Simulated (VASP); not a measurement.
# HRh16 (a cell with a defect) in VASP: single point with PBE

Aim: the single point of HRh16 (a cell with a defect) with PBE.

Everything below comes from runs of VASP 6.6.1. Logs are shortened: lines on timing, memory, paths and dates and some standing lists are left out, and cuts for length are marked.

## 1. The cell of the first run

The cell holds a defect, 17 atoms: a = 6.633 Å, b = 6.633 Å, c = 6.633 Å, α = 109.47°, β = 109.47°, γ = 109.47°.

## 2. Single point, PBE

Contents of INCAR:

```
SYSTEM = HRh16
  ALGO = Normal
  EDIFF = 1E-7
  ENCUT = 520
  GGA = PE
  ISIF = 2
  ISMEAR = 1
  LASPH = .True.
  LCHARG = .False.
  LREAL = Auto
  LWAVE = .False.
  NBANDS = 134
  NELM = 80
  PREC = Accurate
  SIGMA = 0.1
```

Contents of KPOINTS:

```
k-points
0
Gamma
  3 3 3
  0 0 0
```

Contents of POSCAR:

```
HRh16
1.0
   -3.8296348800      3.8296348800      3.8296348800
    3.8296348800     -3.8296348800      3.8296348800
    3.8296348800      3.8296348800     -3.8296348800
Rh H
16 1
Direct
    0.0022358528      0.0071448065      0.0070833123
    0.0062936809      0.2612106719      0.7601534066
    0.0038427945      0.5075479937      0.5074940721
    0.0063111761      0.7602333098      0.2611756816
    0.2528656204      0.0068466057      0.7542627667
    0.2531023271      0.2583431661      0.5076600148
    0.2530947546      0.5077168088      0.2582814109
    0.2528769792      0.7543396670      0.0067951648
    0.5027493639      0.0084901044      0.5077177227
    0.4906999124      0.2389061957      0.2388238118
    0.5027423136      0.5077773890      0.0084207767
    0.5024663082      0.7571672211      0.7571117328
    0.7538176851      0.0085256169      0.2553163763
    0.7538137683      0.2553648143      0.0084604671
    0.7592178083      0.5080496081      0.7763412422
    0.7591790317      0.7763734907      0.5079676160
    0.6704913342      0.5075397684      0.5074392366
```

Potentials or basis: VASP PAW PBE potentials, release 64 (Rh_pv, H).

Run with:

```console
$ cat potpaw_PBE.64/Rh_pv/POTCAR potpaw_PBE.64/H/POTCAR > POTCAR
$ mpirun -np 1 vasp_std > vasp.out
```

OUTCAR:

```text
SYSTEM = HRh16
   EDIFF = 1E-7
   ENCUT = 520
   GGA = PE
   ISIF = 2
   ISMEAR = 1
   LASPH = .True.
   LREAL = Auto
   NELM = 80
   PREC = Accurate

 ion  position               nearest neighbor table
   1  0.002  0.007  0.007-  10 2.65  14 2.69  13 2.69  15 2.71  16 2.71  12 2.71   7 2.71   6 2.71
                             2 2.71   4 2.71   8 2.73   5 2.73
   2  0.006  0.261  0.760-  16 2.63   8 2.67  15 2.68  11 2.69   7 2.70   3 2.70   6 2.70  14 2.71
                             5 2.71   1 2.71   9 2.73  13 2.73
   3  0.004  0.508  0.507-   6 2.70   7 2.70  12 2.70   2 2.70   4 2.70  13 2.70  14 2.70   5 2.70
                             8 2.70  10 2.78  15 2.78  16 2.78
   4  0.006  0.760  0.261-  15 2.63   5 2.67  16 2.68   9 2.69   6 2.70   3 2.70   7 2.70  13 2.71
                             8 2.71   1 2.71  11 2.73  14 2.73
   5  0.253  0.007  0.754-  10 2.63   4 2.67  16 2.68   9 2.69   6 2.70  12 2.70   3 2.70  11 2.71
                             2 2.71  14 2.71   1 2.73   8 2.74
   6  0.253  0.258  0.508-   5 2.70   4 2.70   3 2.70   7 2.70  12 2.70  13 2.70   2 2.70   9 2.71
                             1 2.71  11 2.71  15 2.74  10 2.75
   7  0.253  0.508  0.258-   8 2.70   2 2.70   3 2.70   6 2.70  12 2.70  14 2.70   4 2.70  11 2.71
                             1 2.71   9 2.71  16 2.74  10 2.75
   8  0.253  0.754  0.007-  10 2.63   2 2.67  15 2.68  11 2.69   7 2.70  12 2.70   3 2.70   9 2.71
                            13 2.71   4 2.71   1 2.73   5 2.74
   9  0.503  0.008  0.508-  16 2.65   5 2.69   4 2.69   6 2.71  10 2.71  15 2.71  12 2.71  14 2.71
                             7 2.71   8 2.71  13 2.73   2 2.73
  10  0.491  0.239  0.239-  17 1.68   5 2.63   8 2.63   1 2.65  14 2.67  13 2.67  11 2.71   9 2.71
                             7 2.75   6 2.75   3 2.78  16 2.91  15 2.91
  11  0.503  0.508  0.008-  15 2.65   8 2.69   2 2.69   7 2.71  10 2.71  16 2.71  12 2.71   6 2.71
                            13 2.71   5 2.71  14 2.73   4 2.73
  12  0.502  0.757  0.757-  14 2.70  13 2.70   3 2.70   6 2.70   7 2.70   8 2.70   5 2.70   1 2.71
                            11 2.71   9 2.71  16 2.74  15 2.74
  13  0.754  0.009  0.255-  16 2.63  14 2.67  10 2.67   1 2.69  12 2.70   3 2.70   6 2.70  11 2.71
                             4 2.71   8 2.71   9 2.73   2 2.73
  14  0.754  0.255  0.008-  15 2.63  13 2.67  10 2.67   1 2.69  12 2.70   3 2.70   7 2.70   9 2.71
                             2 2.71   5 2.71  11 2.73   4 2.73
  15  0.759  0.508  0.776-  17 1.68  14 2.63   4 2.63  11 2.65   8 2.68   2 2.68   1 2.71   9 2.71
                            12 2.74   6 2.74   3 2.78  16 2.91  10 2.91
  16  0.759  0.776  0.508-  17 1.68  13 2.63   2 2.63   9 2.65   5 2.68   4 2.68   1 2.71  11 2.71
                            12 2.74   7 2.74   3 2.78  15 2.91  10 2.91
  17  0.670  0.508  0.507-  16 1.68  10 1.68  15 1.68

  LATTYP: Found a body centered cubic cell.
 ALAT       =     7.6592697600

  Lattice vectors:

 A1 = (  -3.8296348800,   3.8296348800,   3.8296348800)
 A2 = (   3.8296348800,  -3.8296348800,   3.8296348800)
 A3 = (   3.8296348800,   3.8296348800,  -3.8296348800)

Analysis of symmetry for initial positions (statically):
=====================================================================
 Subroutine PRICEL returns:
 Original cell was already a primitive cell.

 Routine SETGRP: Setting up the symmetry group for a
 body centered cubic supercell.

 Subroutine GETGRP returns: Found  1 space group operations
 (whereof  1 operations were pure point group operations)
 out of a pool of 48 trial point group operations.

The static configuration has the point symmetry C_1 .

Analysis of symmetry for dynamics (positions and initial velocities):
=====================================================================
 Subroutine PRICEL returns:
 Original cell was already a primitive cell.

 Routine SETGRP: Setting up the symmetry group for a
 body centered cubic supercell.

 Subroutine GETGRP returns: Found  1 space group operations
 (whereof  1 operations were pure point group operations)
 out of a pool of 48 trial point group operations.

The dynamic configuration has the point symmetry C_1 .

 Subroutine INISYM returns: Found  1 space group operations
 (whereof  1 operations are pure point group operations),
 and found     1 'primitive' translations

----------------------------------------------------------------------------------------

                                     Primitive cell

  volume of cell :     224.6633

  direct lattice vectors                    reciprocal lattice vectors
    -3.829634880  3.829634880  3.829634880     0.000000000  0.130560749  0.130560749
     3.829634880 -3.829634880  3.829634880     0.130560749  0.000000000  0.130560749
[... 62 lines left out ...]
  Shift w.r.t. Gamma in fractional coordinates (k-lattice)
     0.000000000  0.000000000  0.000000000

 Subroutine IBZKPT returns following result:
 ===========================================

 Found     14 irreducible k-points:

 Following reciprocal coordinates:
            Coordinates               Weight
  0.000000  0.000000  0.000000      1.000000
  0.333333  0.000000  0.000000      2.000000
  0.000000  0.333333  0.000000      2.000000
  0.000000  0.000000  0.333333      2.000000
  0.333333  0.000000 -0.333333      2.000000
  0.333333 -0.333333  0.000000      2.000000
  0.000000  0.333333 -0.333333      2.000000
  0.333333  0.333333  0.000000      2.000000
  0.000000  0.333333  0.333333      2.000000
  0.333333  0.000000  0.333333      2.000000
 -0.333333 -0.333333 -0.333333      2.000000
 -0.333333  0.333333  0.333333      2.000000
  0.333333 -0.333333  0.333333      2.000000
  0.333333  0.333333 -0.333333      2.000000
   k-points           NKPTS =     14   k-points in BZ     NKDIM =     14   number of bands    NBANDS=    134
   number of dos      NEDOS =    301   number of ions     NIONS =     17
   total plane-waves  NPLWV = 125000
   dimension x,y,z NGX =    50 NGY =   50 NGZ =   50
   dimension x,y,z NGXF=   100 NGYF=  100 NGZF=  100
   ions per type =              16   1
   NGX,Y,Z   is equivalent  to a cutoff of  12.53, 12.53, 12.53 a.u.
   NGXF,Y,Z  is equivalent  to a cutoff of  25.06, 25.06, 25.06 a.u.
 SYSTEM =  HRh16
   PREC   = accura    normal or accurate (medium, high low for compatibility)
   ISTART =      0    job   : 0-new  1-cont  2-samecut
   ICHARG =      2    charge: 1-file 2-atom 10-const
   ISPIN  =      1    spin polarized calculation?
   LNONCOLLINEAR =      F non collinear calculations
   LSORBIT =      F    spin-orbit coupling
   LASPH  =      T    aspherical Exc in radial PAW
   ENCUT  =  520.0 eV  38.22 Ry    6.18 a.u.  12.33 12.33 12.33*2*pi/ulx,y,z
   NELM   =     80;   NELMIN=  2; NELMDL= -5     # of ELM steps
   EDIFF  = 0.1E-06   stopping-criterion for ELM
   LREAL  =      T    real-space projection
   EDIFFG = 0.1E-05   stopping-criterion for IOM
   NSW    =      0    number of steps for IOM
   IBRION =     -1    ionic relax: 0-MD 1-quasi-New 2-CG
   NFREE  =      0    steps in history (QN), initial steepest desc. (CG)
   ISIF   =      2    stress and relaxation
   ISYM   =      2    0-nonsym 1-usesym 2-fastsym
   POTIM  = 0.5000    time-step for ionic-motion
   TEBEG  =    0.0;   TEEND  =   0.0 temperature during run
   PSTRESS=    0.0 pullay stress
   NELECT =     241.0000    total number of electrons
   NUPDOWN=      -1.0000    fix difference up-down
   EMIN   =  10.00;   EMAX   =-10.00  energy-range for DOS
   EFERMI =   0.00;   METHOD = LEGACY
   ISMEAR =     1;   SIGMA  =   0.10  broadening in eV -4-tet -1-fermi 0-gaus
   EFERMI_NEDOS =   21; number of points for ismear=-14 and -15
   IALGO  =     38    algorithm
   IMIX   =      4    mixing-type and parameters
     AMIX     =   0.40;   BMIX     =  1.00
     AMIX_MAG =   1.60;   BMIX_MAG =  1.00
  volume/ion in A,a.u.               =      13.22        89.18
  Fermi-wavevector in a.u.,A,eV,Ry     =   1.675855  3.166907 38.211833  2.808490
  Thomas-Fermi vector in A             =   2.760401
   LORBIT       =      0    0 simple, 1 ext, 2 COOP (PROOUT), +10 PAW based schemes
   GGA     = PE    functional components
   LHFCALC =     F    Hartree Fock is set to
   AEXX    =    0.0000 exact exchange contribution
   IVDW    =     0    specifies the selected vdW correction
   LEPSILON=     F    determine dielectric tensor
   LRPA    =     F    only Hartree local field effects (RPA)
 non-spin polarized calculation
 Methfessel and Paxton  Order N= 1 SIGMA  =   0.10
  energy-cutoff  :      520.00
  volume of cell :      224.66
 maximum number of plane-waves:      6056
 NGX is ok and might be reduce to    50
   NGX = 25   NGY = 25   NGZ = 25

 number of electron     241.0000003 magnetization

 Free energy of the ion-electron system (eV)
  ---------------------------------------------------
  ext. energy  EPLUGINS =         0.00000000
  ---------------------------------------------------
  free energy    TOTEN  =      -119.08689187 eV

  energy without entropy =     -119.08134148  energy(sigma->0) =     -119.08504174

 E-fermi :  11.6369     XC(G=0): -13.9349

 val. band max:       11.6354109368   @ k =   0.3333   0.0000   0.0000
 cond. band min:      11.6371289011   @ k =   0.3333   0.0000   0.0000
 fundamental gap:      0.0017179644
 Fermi energy:        11.6369274503

 k-point     1 :       0.0000    0.0000    0.0000
  band No.  band energies     occupation
      1     -35.4428      2.00000
      2     -35.3945      2.00000
      3     -35.3944      2.00000
      4     -35.3046      2.00000
      5     -35.3043      2.00000
      6     -35.2674      2.00000
[... 1879 lines left out ...]
    131      12.1293     -0.00000
    132      12.1384     -0.00000
 [bands above 132 left out]

------------------------ aborting loop because EDIFF is reached ----------------------------------------

  FORCE on cell =-STRESS in cart. coord.  units (eV):
  Direction    XX          YY          ZZ          XY          YZ          ZX
  --------------------------------------------------------------------------------------
  -------------------------------------------------------------------------------------
  Total        5.7725809      5.7529579      5.7543950      1.5415682     -1.5165926      1.5425947
  in kB       41.1669328     41.0269917     41.0372409     10.9936327    -10.8155206     11.0009533
  external PRESSURE =      41.0770551 kB  Pullay stress =       0.0000000 kB

 VOLUME and BASIS-vectors are now :
 -----------------------------------------------------------------------------
  energy-cutoff  :      520.00
  volume of cell :      224.66
      direct lattice vectors                 reciprocal lattice vectors
    -3.829634880  3.829634880  3.829634880     0.000000000  0.130560749  0.130560749
     3.829634880 -3.829634880  3.829634880     0.130560749  0.000000000  0.130560749
     3.829634880  3.829634880 -3.829634880     0.130560749  0.130560749  0.000000000

 POSITION                                       TOTAL-FORCE (eV/Angst)
 -----------------------------------------------------------------------------------
      0.04593      0.00833      0.00880         0.003865     -0.006576     -0.006791
      3.88735      1.93487     -1.88667         0.001185     -0.000240     -0.004172
      3.87252      0.01451      0.01492         0.007492      0.001481      0.002061
      3.88745     -1.88704      1.93538        -0.000064     -0.005066     -0.000711
      1.94639      3.83071     -1.89395        -0.002324      0.000997      0.000867
      1.96422      1.92408      0.01450         0.000373      0.000962      0.006416
[... 9 lines left out ...]
      2.01118      1.87948      3.93527        -0.004135     -0.012982      0.018466
      1.31926      2.56735      2.56812        -0.003157      0.000958     -0.002990
 -----------------------------------------------------------------------------------
    total drift:                                0.003772      0.005292      0.006232

  FREE ENERGIE OF THE ION-ELECTRON SYSTEM (eV)
  ---------------------------------------------------
  free  energy   TOTEN  =      -119.0868918714 eV

  energy  without entropy=     -119.0813414788  energy(sigma->0) =     -119.08504174
```

It took 20 min on 1 thread of Intel Xeon Platinum 8488C (Sapphire Rapids), shared host; peak memory 0.5 GiB.

Results:

```yaml
Free_energy: -119.0869 eV
Pressure: 4.1 GPa
Largest_force: 0.023 eV/Å
Band_gap_on_the_k_mesh: zero (an odd number of electrons rules out a gap without spin polarisation)
```

Forces on the atoms (eV/Å):
```
Rh   0.004 -0.007 -0.007
Rh   0.001  0.000 -0.004
Rh   0.007  0.001  0.002
Rh   0.000 -0.005 -0.001
Rh  -0.002  0.001  0.001
Rh   0.000  0.001  0.006
Rh   0.001  0.006  0.001
Rh  -0.003  0.001  0.000
Rh  -0.001 -0.001  0.001
Rh   0.012 -0.004 -0.005
Rh  -0.001  0.001 -0.001
Rh   0.001 -0.002 -0.002
Rh  -0.003 -0.005  0.010
Rh  -0.002  0.010 -0.005
Rh  -0.006  0.015 -0.013
Rh  -0.004 -0.013  0.018
H   -0.003  0.001 -0.003
```

Stress tensor (GPa, compression positive):
```
 4.12  1.10  1.10
 1.10  4.10 -1.08
 1.10 -1.08  4.10
```

Caveat: the k points lie up to 0.39 Å⁻¹ apart, too coarse for converged energies and pressures of a metal.
